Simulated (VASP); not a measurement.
Runs of VASP 6.6.1 on HfC. The structure is that of space group Fm-3m (No. 225), or close to it. The cells are those of the table. 

```csv
cell,k mesh,cutoff (eV),gap on the mesh (eV),pressure (GPa)
"a = 3.322 Å, angles 60.0°, 2 atoms",16 × 16 × 16,520,none,-13.5
"a = 3.191 Å, angles 60.0°, 2 atoms",16 × 16 × 16,520,none,(a)
"a = 3.288 Å, angles 60.0°, 2 atoms",6 × 6 × 6,600,none,-7.0
"a = 3.258 Å, angles 60.0°, 2 atoms",16 × 16 × 16,520,none,-0.4
```

Alike in all rows: task single point; level PBEsol; potentials or basis VASP PAW PBE potentials, release 64 (Hf_pv, C); no spin polarisation; smearing gaussian 0.1 eV.

Q: Estimate the missing entries.

A: (a) 17.3.

Caveats: some runs use coarse meshes; the PAW data sets were made with another functional, which shifts forces and pressure a little; spin-orbit coupling is left out, which moves the levels of the heavy elements.

A k mesh can miss the band edges, and the runs leave out spin-orbit coupling on Hf.

A gap of «none» marks levels without a gap at the run's occupations.
